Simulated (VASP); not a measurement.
# SnTe in VASP: further runs

Runs on SnTe. Level: PBE. Tasks: single point, relaxation of cell and atoms.

Program: VASP 6.6.1. These are calculated values, not measurements. Logs are shortened: lines on timing, memory, paths and dates and some standing lists are left out, and cuts for length are marked.

### 1 The cell of the first run

The structure is cubic, space group Fm-3m (No. 225). Conventional cell: a = 6.410 Å, b = 6.410 Å, c = 6.410 Å, α = 90.00°, β = 90.00°, γ = 90.00°. Within 4.2 Å of Sn (site symmetry m-3m) lie 6 Te at 3.20 Å. Within 4.2 Å of Te (site symmetry m-3m) lie 6 Sn at 3.20 Å.

### 2 Single point, PBE

The input, INCAR:

```
SYSTEM = SnTe
PREC = Accurate
ENCUT = 520
EDIFF = 1E-6
ISMEAR = 0
SIGMA = 0.1
LREAL = .FALSE.
LASPH = .TRUE.
NELM = 60
ALGO = Normal
ISIF = 2
LWAVE = .FALSE.
LCHARG = .FALSE.
GGA = PE
NBANDS = 17
```

The input, KPOINTS:

```
regular mesh
0
G
  16 16 16
  0 0 0
```

The input, POSCAR:

```
SnTe
1.0
    0.0000000000      3.2049032110      3.2049032110
    3.2049032110      0.0000000000      3.2049032110
    3.2049032110      3.2049032110      0.0000000000
Sn Te
1 1
Direct
    0.0000000000      0.0000000000      0.0000000000
    0.5000000000      0.5000000000      0.5000000000
```

Potentials or basis: VASP PAW PBE potentials, release 64 (Sn_d, Te).

Command:

```console
$ cat potpaw_PBE.64/Sn_d/POTCAR potpaw_PBE.64/Te/POTCAR > POTCAR
$ mpirun -np 1 vasp_std > vasp.out
```

OUTCAR:

```text
SYSTEM = SnTe
   PREC = Accurate
   ENCUT = 520
   EDIFF = 1E-6
   ISMEAR = 0
   LREAL = .FALSE.
   LASPH = .TRUE.
   NELM = 60
   ISIF = 2
   GGA = PE

 ion  position               nearest neighbor table
   1  0.000  0.000  0.000-   2 3.20   2 3.20   2 3.20   2 3.20   2 3.20   2 3.20
   2  0.500  0.500  0.500-   1 3.20   1 3.20   1 3.20   1 3.20   1 3.20   1 3.20

  LATTYP: Found a face centered cubic cell.
 ALAT       =     6.4098064220

  Lattice vectors:

 A1 = (   0.0000000000,   3.2049032110,   3.2049032110)
 A2 = (   3.2049032110,   0.0000000000,   3.2049032110)
 A3 = (   3.2049032110,   3.2049032110,   0.0000000000)

Analysis of symmetry for initial positions (statically):
=====================================================================
 Subroutine PRICEL returns:
 Original cell was already a primitive cell.

 Routine SETGRP: Setting up the symmetry group for a
 face centered cubic supercell.

 Subroutine GETGRP returns: Found 48 space group operations
[... 9 lines left out ...]

 Routine SETGRP: Setting up the symmetry group for a
 face centered cubic supercell.

 Subroutine GETGRP returns: Found 48 space group operations
[... 11 lines left out ...]
                                     Primitive cell

  volume of cell :      65.8377

  direct lattice vectors                    reciprocal lattice vectors
     0.000000000  3.204903211  3.204903211    -0.156010952  0.156010952  0.156010952
     3.204903211  0.000000000  3.204903211     0.156010952 -0.156010952  0.156010952
     3.204903211  3.204903211  0.000000000     0.156010952  0.156010952 -0.156010952

  length of vectors
     4.532417587  4.532417587  4.532417587     0.270218895  0.270218895  0.270218895

  position of ions in fractional coordinates (direct lattice)
     0.000000000  0.000000000  0.000000000
     0.500000000  0.500000000  0.500000000

  ion indices of the primitive-cell ions
   primitive index   ion index
                 1           1
                 2           2

----------------------------------------------------------------------------------------

 KPOINTS: regular mesh

Automatic generation of k-mesh.
 Grid dimensions read from file:
 generate k-points for:   16   16   16

 Generating k-lattice:

  Cartesian coordinates                     Fractional coordinates (reciprocal lattice)
    -0.009750684  0.009750684  0.009750684     0.062500000  0.000000000  0.000000000
     0.009750684 -0.009750684  0.009750684     0.000000000  0.062500000  0.000000000
     0.009750684  0.009750684 -0.009750684     0.000000000  0.000000000  0.062500000

  Length of vectors
     0.016888681  0.016888681  0.016888681

  Shift w.r.t. Gamma in fractional coordinates (k-lattice)
     0.000000000  0.000000000  0.000000000

 Subroutine IBZKPT returns following result:
 ===========================================

 Found    145 irreducible k-points:

 Following reciprocal coordinates:
            Coordinates               Weight
  0.000000  0.000000  0.000000      1.000000
  0.062500  0.000000  0.000000      8.000000
  0.125000  0.000000  0.000000      8.000000
  0.187500  0.000000  0.000000      8.000000
  0.250000  0.000000  0.000000      8.000000
  0.312500  0.000000  0.000000      8.000000
[... 16 lines left out ...]
 -0.125000  0.062500  0.000000     24.000000
 -0.062500  0.062500  0.000000     12.000000
 [... further k-points ...]
   k-points           NKPTS =    145   k-points in BZ     NKDIM =    145   number of bands    NBANDS=     17
   number of dos      NEDOS =    301   number of ions     NIONS =      2
   total plane-waves  NPLWV =  46656
   dimension x,y,z NGX =    36 NGY =   36 NGZ =   36
   dimension x,y,z NGXF=    72 NGYF=   72 NGZF=   72
   ions per type =               1   1
   NGX,Y,Z   is equivalent  to a cutoff of  13.20, 13.20, 13.20 a.u.
   NGXF,Y,Z  is equivalent  to a cutoff of  26.41, 26.41, 26.41 a.u.
 SYSTEM =  SnTe
   PREC   = accura    normal or accurate (medium, high low for compatibility)
   ISTART =      0    job   : 0-new  1-cont  2-samecut
   ICHARG =      2    charge: 1-file 2-atom 10-const
   ISPIN  =      1    spin polarized calculation?
   LNONCOLLINEAR =      F non collinear calculations
   LSORBIT =      F    spin-orbit coupling
   LASPH  =      T    aspherical Exc in radial PAW
   ENCUT  =  520.0 eV  38.22 Ry    6.18 a.u.   8.43  8.43  8.43*2*pi/ulx,y,z
   NELM   =     60;   NELMIN=  2; NELMDL= -5     # of ELM steps
   EDIFF  = 0.1E-05   stopping-criterion for ELM
   LREAL  =      F    real-space projection
[... 7 lines left out ...]
   TEBEG  =    0.0;   TEEND  =   0.0 temperature during run
   PSTRESS=    0.0 pullay stress
   NELECT =      20.0000    total number of electrons
   NUPDOWN=      -1.0000    fix difference up-down
   EMIN   =  10.00;   EMAX   =-10.00  energy-range for DOS
   EFERMI =   0.00;   METHOD = LEGACY
   ISMEAR =     0;   SIGMA  =   0.10  broadening in eV -4-tet -1-fermi 0-gaus
   EFERMI_NEDOS =   21; number of points for ismear=-14 and -15
   IALGO  =     38    algorithm
   IMIX   =      4    mixing-type and parameters
     AMIX     =   0.40;   BMIX     =  1.00
     AMIX_MAG =   1.60;   BMIX_MAG =  1.00
  volume/ion in A,a.u.               =      32.92       222.15
  Fermi-wavevector in a.u.,A,eV,Ry     =   1.100508  2.079659 16.478262  1.211118
  Thomas-Fermi vector in A             =   2.236920
   LORBIT       =      0    0 simple, 1 ext, 2 COOP (PROOUT), +10 PAW based schemes
   GGA     = PE    functional components
   LHFCALC =     F    Hartree Fock is set to
   AEXX    =    0.0000 exact exchange contribution
   IVDW    =     0    specifies the selected vdW correction
   LEPSILON=     F    determine dielectric tensor
   LRPA    =     F    only Hartree local field effects (RPA)
 non-spin polarized calculation
 Gauss-broadening in eV      SIGMA  =   0.10
  energy-cutoff  :      520.00
  volume of cell :       65.84
 maximum number of plane-waves:      1808
 NGX is ok and might be reduce to    36
   NGX = 17   NGY = 17   NGZ = 17

 number of electron      20.0000005 magnetization

 Free energy of the ion-electron system (eV)
  ---------------------------------------------------
  ext. energy  EPLUGINS =         0.00000000
  ---------------------------------------------------
  free energy    TOTEN  =        -7.56564286 eV

  energy without entropy =       -7.56553760  energy(sigma->0) =       -7.56559023

 E-fermi :   6.3525     XC(G=0):  -9.2657

 val. band max:        6.3270438627   @ k =   0.5000   0.0000   0.0000
 cond. band min:       6.3786837940   @ k =   0.5000   0.0000   0.0000
 fundamental gap:      0.0516399313
 Fermi energy:         6.3524855151

 k-point     1 :       0.0000    0.0000    0.0000
  band No.  band energies     occupation
      1     -15.5524      2.00000
      2     -15.5524      2.00000
      3     -15.5495      2.00000
      4     -15.5495      2.00000
      5     -15.5495      2.00000
      6      -6.1019      2.00000
[... 9 lines left out ...]
     16      11.1762      0.00000
     17      13.1562      0.00000

 k-point     2 :       0.0625    0.0000    0.0000
  band No.  band energies     occupation
      1     -15.5526      2.00000
      2     -15.5526      2.00000
      3     -15.5494      2.00000
      4     -15.5493      2.00000
      5     -15.5493      2.00000
      6      -6.0713      2.00000
[... 9 lines left out ...]
     16      11.2558      0.00000
     17      13.4084      0.00000

 k-point     3 :       0.1250    0.0000    0.0000
  band No.  band energies     occupation
      1     -15.5529      2.00000
      2     -15.5529      2.00000
      3     -15.5493      2.00000
      4     -15.5488      2.00000
      5     -15.5488      2.00000
      6      -5.9806      2.00000
[... 9 lines left out ...]
     16      11.4831      0.00000
     17      14.0566      0.00000

 k-point     4 :       0.1875    0.0000    0.0000
  band No.  band energies     occupation
      1     -15.5535      2.00000
      2     -15.5535      2.00000
      3     -15.5490      2.00000
      4     -15.5479      2.00000
      5     -15.5479      2.00000
      6      -5.8342      2.00000
[... 9 lines left out ...]
     16      11.8462      0.00000
     17      14.9381      0.00000

 k-point     5 :       0.2500    0.0000    0.0000
  band No.  band energies     occupation
      1     -15.5544      2.00000
      2     -15.5544      2.00000
      3     -15.5488      2.00000
      4     -15.5467      2.00000
      5     -15.5467      2.00000
      6      -5.6413      2.00000
[... 9 lines left out ...]
     16      12.3374      0.00000
     17      15.9571      0.00000

 k-point     6 :       0.3125    0.0000    0.0000
  band No.  band energies     occupation
      1     -15.5552      2.00000
      2     -15.5552      2.00000
      3     -15.5485      2.00000
      4     -15.5456      2.00000
      5     -15.5456      2.00000
      6      -5.4180      2.00000
[... 9 lines left out ...]
     16      12.9478      0.00000
     17      16.7616      0.00000
[... 281 lines left out ...]
 k-point    21 :      -0.2500    0.0625    0.0000
  band No.  band energies     occupation
      1     -15.5550      2.00000
      2     -15.5543      2.00000
      3     -15.5487      2.00000
      4     -15.5467      2.00000
      5     -15.5459      2.00000
      6      -5.5457      2.00000
[... 9 lines left out ...]
     16      13.1574      0.00000
     17      15.4352      0.00000

 k-point    22 :      -0.1875    0.0625    0.0000
  band No.  band energies     occupation
      1     -15.5543      2.00000
      2     -15.5535      2.00000
      3     -15.5490      2.00000
      4     -15.5478      2.00000
      5     -15.5470      2.00000
      6      -5.7494      2.00000
[... 9 lines left out ...]
     16      12.5393      0.00000
     17      14.5120      0.00000

 k-point    23 :      -0.1250    0.0625    0.0000
  band No.  band energies     occupation
      1     -15.5535      2.00000
      2     -15.5528      2.00000
      3     -15.5493      2.00000
      4     -15.5486      2.00000
      5     -15.5480      2.00000
      6      -5.9114      2.00000
[... 9 lines left out ...]
     16      12.0188      0.00000
     17      13.7836      0.00000

 k-point    24 :      -0.0625    0.0625    0.0000
  band No.  band energies     occupation
      1     -15.5530      2.00000
      2     -15.5525      2.00000
      3     -15.5494      2.00000
      4     -15.5492      2.00000
      5     -15.5488      2.00000
      6      -6.0206      2.00000
[... 9 lines left out ...]
     16      11.5888      0.00000
     17      13.4051      0.00000

 [... further k-points ...]

------------------------ aborting loop because EDIFF is reached ----------------------------------------

  FORCE on cell =-STRESS in cart. coord.  units (eV):
  Direction    XX          YY          ZZ          XY          YZ          ZX
  --------------------------------------------------------------------------------------
  -------------------------------------------------------------------------------------
  Total       -0.0284245     -0.0284245     -0.0284245      0.0000000     -0.0000000      0.0000000
  in kB       -0.6917169     -0.6917169     -0.6917169      0.0000000     -0.0000000      0.0000000
  external PRESSURE =      -0.6917169 kB  Pullay stress =       0.0000000 kB

 VOLUME and BASIS-vectors are now :
 -----------------------------------------------------------------------------
  energy-cutoff  :      520.00
  volume of cell :       65.84
      direct lattice vectors                 reciprocal lattice vectors
     0.000000000  3.204903211  3.204903211    -0.156010952  0.156010952  0.156010952
     3.204903211  0.000000000  3.204903211     0.156010952 -0.156010952  0.156010952
     3.204903211  3.204903211  0.000000000     0.156010952  0.156010952 -0.156010952

 POSITION                                       TOTAL-FORCE (eV/Angst)
 -----------------------------------------------------------------------------------
      0.00000      0.00000      0.00000         0.000000      0.000000      0.000000
      3.20490      3.20490      3.20490        -0.000000      0.000000     -0.000000
 -----------------------------------------------------------------------------------
    total drift:                               -0.000000      0.000000      0.000000

  FREE ENERGIE OF THE ION-ELECTRON SYSTEM (eV)
  ---------------------------------------------------
  free  energy   TOTEN  =        -7.5656428605 eV

  energy  without entropy=       -7.5655376025  energy(sigma->0) =       -7.56559023
```

Wall time 53 s (1 thread of Intel Xeon 6975P-C (Granite Rapids), shared host); peak memory 0.32 GiB.

Results:

```
Free energy            : -7.5656 eV
Pressure               : -0.1 GPa
Band gap on the k mesh : 0.05 eV, direct
```

Caveat: spin-orbit coupling is left out, which moves the levels of the heavy elements.

(Part 1 of 2 ends here.)
